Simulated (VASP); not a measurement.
# InO2 (P-6m2) in VASP: notebook

InO2 is run at these levels: PBE; tasks: single point, relaxation of cell and atoms.

Program: VASP 6.6.1. These are calculated values, not measurements. Logs are shortened: lines on timing, memory, paths and dates and some standing lists are left out, and cuts for length are marked.

## (1) The cell of the first run

Symmetry: P-6m2, No. 187, hexagonal system. The conventional cell has a = 3.304 Å, b = 3.304 Å, c = 4.405 Å, α = 90.00°, β = 90.00°, γ = 120.00°. Within 3.0 Å of In (site symmetry -6m2) lie 6 O at 2.23 Å. Within 2.8 Å of O (site symmetry 3m) lie 2 O at 2.09 to 2.32 Å and 3 In at 2.23 Å.

## (2) Single point, PBE

File INCAR:

```
ALGO = Normal
EDIFF = 1E-6
ENCUT = 520
GGA = PE
ISIF = 2
ISMEAR = 0
LASPH = True
LCHARG = False
LREAL = False
LWAVE = False
NBANDS = 20
NELM = 80
PREC = Accurate
SIGMA = 0.1
```

File KPOINTS:

```
k-points
0
Gamma
  6 6 4
```

File POSCAR:

```
InO2
1.0
    3.3036917579      0.0000000000      0.0000000000
   -1.6518458789      2.8610809886      0.0000000000
    0.0000000000      0.0000000000      4.4045101337
In O
1 2
Direct
    0.0000000000      0.0000000000      0.0000000000
    0.3333333333      0.6666666667      0.7367356428
    0.3333333333      0.6666666667      0.2632643572
```

Potentials or basis: VASP PAW PBE potentials, release 64 (In_d, O).

Run with:

```console
cat potpaw_PBE.64/In_d/POTCAR potpaw_PBE.64/O/POTCAR > POTCAR
mpirun -np 1 vasp_std > vasp.out
```

OUTCAR:

```text
EDIFF = 1E-6
   ENCUT = 520
   GGA = PE
   ISIF = 2
   ISMEAR = 0
   LASPH = True
   LREAL = False
   NELM = 80
   PREC = Accurate

 ion  position               nearest neighbor table
   1  0.000  0.000  0.000-   2 2.23   3 2.23   2 2.23   3 2.23   2 2.23   3 2.23
   2  0.333  0.667  0.737-   1 2.23   1 2.23   1 2.23
   3  0.333  0.667  0.263-   1 2.23   1 2.23   1 2.23

  LATTYP: Found a hexagonal cell.
 ALAT       =     3.3036917579
 C/A-ratio  =     1.3332085607

  Lattice vectors:

 A1 = (   3.3036917579,   0.0000000000,   0.0000000000)
 A2 = (  -1.6518458789,   2.8610809886,   0.0000000000)
 A3 = (   0.0000000000,   0.0000000000,   4.4045101337)

Analysis of symmetry for initial positions (statically):
=====================================================================
 Subroutine PRICEL returns:
 Original cell was already a primitive cell.

 Routine SETGRP: Setting up the symmetry group for a
 hexagonal supercell.

 Subroutine GETGRP returns: Found 12 space group operations
 (whereof 12 operations were pure point group operations)
 out of a pool of 24 trial point group operations.

The static configuration has the point symmetry D_3h.

Analysis of symmetry for dynamics (positions and initial velocities):
=====================================================================
 Subroutine PRICEL returns:
 Original cell was already a primitive cell.

 Routine SETGRP: Setting up the symmetry group for a
 hexagonal supercell.

 Subroutine GETGRP returns: Found 12 space group operations
 (whereof 12 operations were pure point group operations)
 out of a pool of 24 trial point group operations.

The dynamic configuration has the point symmetry D_3h.

 Subroutine INISYM returns: Found 12 space group operations
 (whereof 12 operations are pure point group operations),
 and found     1 'primitive' translations

----------------------------------------------------------------------------------------

                                     Primitive cell

  volume of cell :      41.6320

  direct lattice vectors                    reciprocal lattice vectors
     3.303691758  0.000000000  0.000000000     0.302691677  0.174759121  0.000000000
    -1.651845879  2.861080989  0.000000000     0.000000000  0.349518243  0.000000000
     0.000000000  0.000000000  4.404510134     0.000000000  0.000000000  0.227040004

  length of vectors
     3.303691758  3.303691758  4.404510134     0.349518243  0.349518243  0.227040004

  position of ions in fractional coordinates (direct lattice)
     0.000000000  0.000000000  0.000000000
     0.333333333  0.666666667  0.736735643
     0.333333333  0.666666667  0.263264357

  ion indices of the primitive-cell ions
   primitive index   ion index
                 1           1
                 2           2
                 3           3

----------------------------------------------------------------------------------------

 KPOINTS: k-points

Automatic generation of k-mesh.
 Grid dimensions read from file:
 generate k-points for:    6    6    4

 Generating k-lattice:

  Cartesian coordinates                     Fractional coordinates (reciprocal lattice)
     0.050448613  0.029126520  0.000000000     0.166666667  0.000000000  0.000000000
     0.000000000  0.058253040  0.000000000     0.000000000  0.166666667  0.000000000
     0.000000000  0.000000000  0.056760001     0.000000000  0.000000000  0.250000000

  Length of vectors
     0.058253040  0.058253040  0.056760001

  Shift w.r.t. Gamma in fractional coordinates (k-lattice)
     0.000000000  0.000000000  0.000000000

 Subroutine IBZKPT returns following result:
 ===========================================

 Found     21 irreducible k-points:

 Following reciprocal coordinates:
            Coordinates               Weight
  0.000000  0.000000  0.000000      1.000000
  0.166667  0.000000  0.000000      6.000000
  0.333333  0.000000  0.000000      6.000000
  0.500000  0.000000  0.000000      3.000000
  0.166667  0.166667  0.000000      6.000000
  0.333333  0.166667  0.000000     12.000000
[... 13 lines left out ...]
  0.333333  0.166667  0.500000     12.000000
  0.333333  0.333333  0.500000      2.000000
   k-points           NKPTS =     21   k-points in BZ     NKDIM =     21   number of bands    NBANDS=     20
   number of dos      NEDOS =    301   number of ions     NIONS =      3
   total plane-waves  NPLWV =  28224
   dimension x,y,z NGX =    28 NGY =   28 NGZ =   36
   dimension x,y,z NGXF=    56 NGYF=   56 NGZF=   72
   ions per type =               1   2
   NGX,Y,Z   is equivalent  to a cutoff of  14.09, 14.09, 13.59 a.u.
   NGXF,Y,Z  is equivalent  to a cutoff of  28.18, 28.18, 27.18 a.u.
 SYSTEM =  unknown system
   PREC   = accura    normal or accurate (medium, high low for compatibility)
   ISTART =      0    job   : 0-new  1-cont  2-samecut
   ICHARG =      2    charge: 1-file 2-atom 10-const
   ISPIN  =      1    spin polarized calculation?
   LNONCOLLINEAR =      F non collinear calculations
   LSORBIT =      F    spin-orbit coupling
   LASPH  =      T    aspherical Exc in radial PAW
   ENCUT  =  520.0 eV  38.22 Ry    6.18 a.u.   6.14  6.14  8.19*2*pi/ulx,y,z
   NELM   =     80;   NELMIN=  2; NELMDL= -5     # of ELM steps
   EDIFF  = 0.1E-05   stopping-criterion for ELM
   LREAL  =      F    real-space projection
   EDIFFG = 0.1E-04   stopping-criterion for IOM
   NSW    =      0    number of steps for IOM
   IBRION =     -1    ionic relax: 0-MD 1-quasi-New 2-CG
   NFREE  =      0    steps in history (QN), initial steepest desc. (CG)
   ISIF   =      2    stress and relaxation
   ISYM   =      2    0-nonsym 1-usesym 2-fastsym
   POTIM  = 0.5000    time-step for ionic-motion
   TEBEG  =    0.0;   TEEND  =   0.0 temperature during run
   PSTRESS=    0.0 pullay stress
   NELECT =      25.0000    total number of electrons
   NUPDOWN=      -1.0000    fix difference up-down
   EMIN   =  10.00;   EMAX   =-10.00  energy-range for DOS
   EFERMI =   0.00;   METHOD = LEGACY
   ISMEAR =     0;   SIGMA  =   0.10  broadening in eV -4-tet -1-fermi 0-gaus
   EFERMI_NEDOS =   21; number of points for ismear=-14 and -15
   IALGO  =     38    algorithm
   IMIX   =      4    mixing-type and parameters
     AMIX     =   0.40;   BMIX     =  1.00
     AMIX_MAG =   1.60;   BMIX_MAG =  1.00
  volume/ion in A,a.u.               =      13.88        93.65
  Fermi-wavevector in a.u.,A,eV,Ry     =   1.381166  2.610024 25.954723  1.907618
  Thomas-Fermi vector in A             =   2.505975
   LORBIT       =      0    0 simple, 1 ext, 2 COOP (PROOUT), +10 PAW based schemes
   GGA     = PE    functional components
   LHFCALC =     F    Hartree Fock is set to
   AEXX    =    0.0000 exact exchange contribution
   IVDW    =     0    specifies the selected vdW correction
   LEPSILON=     F    determine dielectric tensor
   LRPA    =     F    only Hartree local field effects (RPA)
 non-spin polarized calculation
 Gauss-broadening in eV      SIGMA  =   0.10
  energy-cutoff  :      520.00
  volume of cell :       41.63
 maximum number of plane-waves:      1140
 NGX is ok and might be reduce to    28
   NGX = 13   NGY = 13   NGZ = 17

 number of electron      24.9999996 magnetization

 Free energy of the ion-electron system (eV)
  ---------------------------------------------------
  ext. energy  EPLUGINS =         0.00000000
  ---------------------------------------------------
  free energy    TOTEN  =       -14.60030301 eV

  energy without entropy =      -14.58610169  energy(sigma->0) =      -14.59320235

 E-fermi :   4.5932     XC(G=0): -10.3094

 val. band max:        4.5629242749   @ k =   0.3333   0.0000   0.2500
 cond. band min:       4.6372278106   @ k =   0.5000   0.0000   0.2500
 fundamental gap:      0.0743035358
 Fermi energy:         4.5932160123

 k-point     1 :       0.0000    0.0000    0.0000
  band No.  band energies     occupation
      1     -14.4071      2.00000
      2     -11.8965      2.00000
      3      -9.1943      2.00000
      4      -9.1943      2.00000
      5      -9.0769      2.00000
      6      -8.8482      2.00000
[... 12 lines left out ...]
     19      19.9605      0.00000
     20      22.8378      0.00000

 k-point     2 :       0.1667    0.0000    0.0000
  band No.  band energies     occupation
      1     -14.3041      2.00000
      2     -11.9873      2.00000
      3      -9.1500      2.00000
      4      -9.0931      2.00000
      5      -9.0047      2.00000
      6      -8.8726      2.00000
[... 12 lines left out ...]
     19      20.9647      0.00000
     20      21.5317      0.00000

 k-point     3 :       0.3333    0.0000    0.0000
  band No.  band energies     occupation
      1     -14.1061      2.00000
      2     -12.1436      2.00000
      3      -9.0337      2.00000
      4      -8.9210      2.00000
      5      -8.8809      2.00000
      6      -8.8167      2.00000
[... 12 lines left out ...]
     19      19.2523      0.00000
     20      19.3453      0.00000

 k-point     4 :       0.5000    0.0000    0.0000
  band No.  band energies     occupation
      1     -14.0121      2.00000
      2     -12.2122      2.00000
      3      -8.9639      2.00000
      4      -8.9450      2.00000
      5      -8.7693      2.00000
      6      -8.6878      2.00000
[... 12 lines left out ...]
     19      18.5308      0.00000
     20      18.7105      0.00000

 k-point     5 :       0.1667    0.1667    0.0000
  band No.  band energies     occupation
      1     -14.1547      2.00000
      2     -12.1049      2.00000
      3      -9.0652      2.00000
      4      -8.9530      2.00000
      5      -8.9326      2.00000
      6      -8.8549      2.00000
[... 12 lines left out ...]
     19      18.9855      0.00000
     20      19.7343      0.00000
[... 284 lines left out ...]
      6      -8.6076      2.00000
[... 12 lines left out ...]
     19      21.4926      0.00000
     20      21.9216      0.00000

 k-point    19 :       0.1667    0.1667    0.5000
  band No.  band energies     occupation
      1     -13.4032      2.00000
      2     -13.1184      2.00000
      3      -9.0574      2.00000
      4      -8.9458      2.00000
      5      -8.8512      2.00000
      6      -8.8034      2.00000
[... 12 lines left out ...]
     19      21.0285      0.00000
     20      22.4856      0.00000

 k-point    20 :       0.3333    0.1667    0.5000
  band No.  band energies     occupation
      1     -13.2864      2.00000
      2     -13.1358      2.00000
      3      -9.0223      2.00000
      4      -8.9398      2.00000
      5      -8.7617      2.00000
      6      -8.5205      2.00000
[... 12 lines left out ...]
     19      21.4330      0.00000
     20      22.2575      0.00000

 k-point    21 :       0.3333    0.3333    0.5000
  band No.  band energies     occupation
      1     -13.2503      2.00000
      2     -13.1369      2.00000
      3      -9.0927      2.00000
      4      -8.9285      2.00000
      5      -8.7629      2.00000
      6      -8.3441      2.00000
[... 12 lines left out ...]
     19      22.0370      0.00000
     20      22.1770      0.00000

------------------------ aborting loop because EDIFF is reached ----------------------------------------

  FORCE on cell =-STRESS in cart. coord.  units (eV):
  Direction    XX          YY          ZZ          XY          YZ          ZX
  --------------------------------------------------------------------------------------
  -------------------------------------------------------------------------------------
  Total        0.1413862      0.1413862      0.0600720      0.0000000      0.0000000      0.0000000
  in kB        5.4411466      5.4411466      2.3118292      0.0000000      0.0000000      0.0000000
  external PRESSURE =       4.3980408 kB  Pullay stress =       0.0000000 kB

 VOLUME and BASIS-vectors are now :
 -----------------------------------------------------------------------------
  energy-cutoff  :      520.00
  volume of cell :       41.63
      direct lattice vectors                 reciprocal lattice vectors
     3.303691758  0.000000000  0.000000000     0.302691677  0.174759121  0.000000000
    -1.651845879  2.861080989  0.000000000     0.000000000  0.349518243  0.000000000
     0.000000000  0.000000000  4.404510134     0.000000000  0.000000000  0.227040004

 POSITION                                       TOTAL-FORCE (eV/Angst)
 -----------------------------------------------------------------------------------
      0.00000      0.00000      0.00000        -0.000000     -0.000000      0.000000
     -0.00000      1.90739      3.24496         0.000000      0.000000     -0.051834
     -0.00000      1.90739      1.15955         0.000000      0.000000      0.051834
 -----------------------------------------------------------------------------------
    total drift:                               -0.000000      0.000000     -0.000000

  FREE ENERGIE OF THE ION-ELECTRON SYSTEM (eV)
  ---------------------------------------------------
  free  energy   TOTEN  =       -14.6003030056 eV

  energy  without entropy=      -14.5861016882  energy(sigma->0) =      -14.59320235
```

It took 16 s on 1 thread of Intel Xeon Platinum 8488C (Sapphire Rapids), shared host; peak memory 0.17 GiB.

What came out:

| Quantity | Value |
| --- | --- |
| Free energy | -14.6003 eV |
| Pressure | 0.4 GPa |
| Largest force | 0.052 eV/Å |

Forces in eV/Å, atoms in the order of the input:
```
In   0.000  0.000  0.000
O    0.000  0.000 -0.052
O    0.000  0.000  0.052
```

Caveat: the k points lie up to 0.37 Å⁻¹ apart; spin-orbit coupling is left out, which moves the levels of the heavy elements; an odd number of electrons without spin polarisation forces a metal; a magnetic or distorted state may lie lower.

## (3) Single point, PBE

This run uses another cell than the first one, of 19.39 Å³/atom, 1.397 times its volume.

File INCAR:

```
SYSTEM = InO2
PREC = Accurate ; ENCUT = 520
EDIFF = 1E-7 ; ISMEAR = 0
SIGMA = 0.1 ; LREAL = .FALSE.
LASPH = .TRUE. ; NELM = 80
ALGO = Normal ; ISIF = 2
LWAVE = .FALSE. ; LCHARG = .FALSE.
GGA = PE ; NBANDS = 20
```

File KPOINTS:

```
Automatic mesh
0
G
  12 12 2
  0 0 0
```

File POSCAR:

```
InO2
1.0
    2.3897924200      0.0000000000      0.0000000000
   -1.1948962100      2.0696209500      0.0000000000
    0.0000000000      0.0000000000     11.7629553500
In O
1 2
Direct
    0.0000000000      0.0000000000      0.0000000000
    0.3333333300      0.6666666700      0.8978554600
    0.3333333300      0.6666666700      0.1021445400
```

Potentials or basis: VASP PAW PBE potentials, release 64 (In_d, O).

Run with:

```console
cat potpaw_PBE.64/In_d/POTCAR potpaw_PBE.64/O/POTCAR > POTCAR
mpirun -np 1 vasp_std > vasp.out
```

Run time: 52 s. Hardware: 1 thread of Intel Xeon Platinum 8488C (Sapphire Rapids), shared host; peak memory 0.19 GiB.

It converged, with:

```yaml
Free_energy: -1.4916 eV
Largest_force: 12.979 eV/Å
```

Forces on the atoms (eV/Å):
```
In    0.000   0.000   0.000
O     0.000   0.000 -12.979
O     0.000   0.000  12.979
```

Levels at points of the mesh, in eV from the Fermi level:
| k point | band 10 | band 11 | band 12 | band 13 | band 14 | band 15 |
| --- | --- | --- | --- | --- | --- | --- |
| (0.00, 0.00, 0.00) | -0.15 | -0.15 | 0.11 | 0.11 | 4.09 | 8.13 |
| (0.50, 0.00, 0.00) | -3.94 | -2.53 | -0.45 | 0.28 | 7.13 | 12.20 |
| (0.00, 0.00, 0.50) | -0.15 | -0.15 | 0.11 | 0.11 | 4.09 | 8.14 |
| (0.50, 0.00, 0.50) | -3.94 | -2.53 | -0.45 | 0.28 | 7.13 | 12.20 |

Caveat: spin-orbit coupling is left out, which moves the levels of the heavy elements; an odd number of electrons without spin polarisation forces a metal; a magnetic or distorted state may lie lower.

## (4) Relaxation of cell and atoms, PBE

This run uses another cell than the first one, of 13.62 Å³/atom, 0.982 times its volume.

File INCAR:

```
SYSTEM = InO2
PREC     = Accurate       ! precision mode
ENCUT    = 600            ! plane-wave cutoff, eV
EDIFF    = 1E-6           ! SCF threshold, eV
ISMEAR   = 0              ! smearing method
SIGMA    = 0.1            ! smearing width, eV
LREAL    = .False.        ! projectors in reciprocal space
LASPH    = .True.         ! aspherical terms in the spheres
NELM     = 80             ! most SCF steps
ALGO     = Normal         ! electronic algorithm
ISIF     = 3              ! what is computed and relaxed
LWAVE    = .False.        ! write WAVECAR
LCHARG   = .False.        ! write CHGCAR
GGA      = PE             ! functional
IBRION   = 2              ! ionic algorithm
NSW      = 90             ! ionic steps
EDIFFG   = -0.04          ! ionic threshold
```

File KPOINTS:

```
regular mesh
0
Gamma
  6 6 4
  0 0 0
```

File POSCAR:

```
InO2
1.0
    3.2940996518      0.0000000000      0.0000000000
   -1.6470498259      2.8527739810      0.0000000000
    0.0000000000      0.0000000000      4.3487803611
In O
1 2
Direct
    0.0000000000      0.0000000000      0.0000000000
    0.3333333333      0.6666666667      0.7348953650
    0.3333333333      0.6666666667      0.2651046350
```

Run with:

```console
cat potpaw_PBE.64/In_d/POTCAR potpaw_PBE.64/O/POTCAR > POTCAR
mpirun -np 1 vasp_std > vasp.out
```

It took 58 s on 1 thread of Intel Xeon Platinum 8488C (Sapphire Rapids), shared host; peak memory 0.18 GiB.

The run converged. Its results:

| Property | Result |
| --- | --- |
| Free energy | -14.6022 eV |
| Relaxed volume | 13.90 Å³/atom |
| Relaxed cell | a = 3.307 Å, b = 3.307 Å, c = 4.404 Å, α = 90.00°, β = 90.00°, γ = 120.00° |
| Space group after relaxing (to 0.05 Å) | P-6m2 (No. 187) |
| Energy gained by relaxing | 2.2 meV/atom |
| Ionic steps | 6 |
| Pressure after relaxing | -0.1 GPa |
| Largest force after relaxing | 0.012 eV/Å |

Forces on the atoms (eV/Å):
```
In   0.000  0.000  0.000
O    0.000  0.000  0.012
O    0.000  0.000 -0.012
```

Stress tensor (GPa, compression positive):
```
 0.03  0.00  0.00
 0.00  0.03  0.00
 0.00  0.00 -0.28
```

Step by step:
| step | energy change (eV) | largest force (eV/Å) | pressure (GPa) | volume (Å³) |
| --- | --- | --- | --- | --- |
| 1 | 0.0000 | 0.1003 | 2.43 | 40.87 |
| 2 | -0.0028 | 0.1939 | -1.74 | 42.10 |
| 3 | -0.0061 | 0.0724 | 0.12 | 41.57 |
| 4 | -0.0061 | 0.0790 | -0.09 | 41.60 |
| 5 | -0.0066 | 0.0486 | -0.08 | 41.65 |
| 6 | -0.0067 | 0.0118 | -0.07 | 41.71 |

Final structure:
```
In O
1.0
     3.30677    0.00000    0.00000
    -1.65338    2.86374    0.00000
     0.00000    0.00000    4.40413
In O
1 2
Direct
  0.00000 0.00000 0.00000
  0.33333 0.66667 0.73585
  0.33333 0.66667 0.26415
```

Levels at points of the mesh, in eV from the Fermi level:
```tsv
k point	band 9	band 10	band 11	band 12	band 13	band 14	band 15	band 16
(0.00, 0.00, 0.00)	-2.34	-2.34	-1.14	-1.14	-0.13	1.03	7.18	10.49
(0.50, 0.00, 0.00)	-5.27	-3.39	-2.76	-1.09	1.21	3.86	5.07	10.45
(0.00, 0.00, 0.50)	-2.79	-1.86	-1.86	-1.70	-1.70	1.44	4.50	11.55
(0.50, 0.00, 0.50)	-3.97	-2.75	-2.38	-2.18	-1.89	4.68	5.63	8.02
```

Caveat: the k points lie up to 0.37 Å⁻¹ apart in the final cell; spin-orbit coupling is left out, which moves the levels of the heavy elements; an odd number of electrons without spin polarisation forces a metal; a magnetic or distorted state may lie lower.

## (5) Summary

```csv
task,cell,k mesh,cutoff (eV),gap on the mesh (eV),pressure (GPa),largest force (eV/Å)
single point,"a = 3.304, b = 3.304, c = 4.405 Å, angles 90.0, 90.0, 120.0°, 3 atoms",6 × 6 × 4,520,none,0.4,0.05
single point,"a = 2.390, b = 2.390, c = 11.763 Å, angles 90.0, 90.0, 120.0°, 3 atoms",12 × 12 × 2,520,none,-,12.98
relaxation of cell and atoms,"relaxed from a = 3.294, b = 3.294, c = 4.349 Å, angles 90.0, 90.0, 120.0°, 3 atoms",6 × 6 × 4,600,none,-0.1,0.01
```

Alike in all rows: level PBE; potentials or basis VASP PAW PBE potentials, release 64 (In_d, O); no spin polarisation; smearing gaussian 0.1 eV.

Caveats: some runs use coarse meshes; spin-orbit coupling is left out, which moves the levels of the heavy elements; an odd number of electrons without spin polarisation forces a metal; a magnetic or distorted state may lie lower.

Total energies depend on the potentials used, so only differences within one code and one set of settings carry meaning.
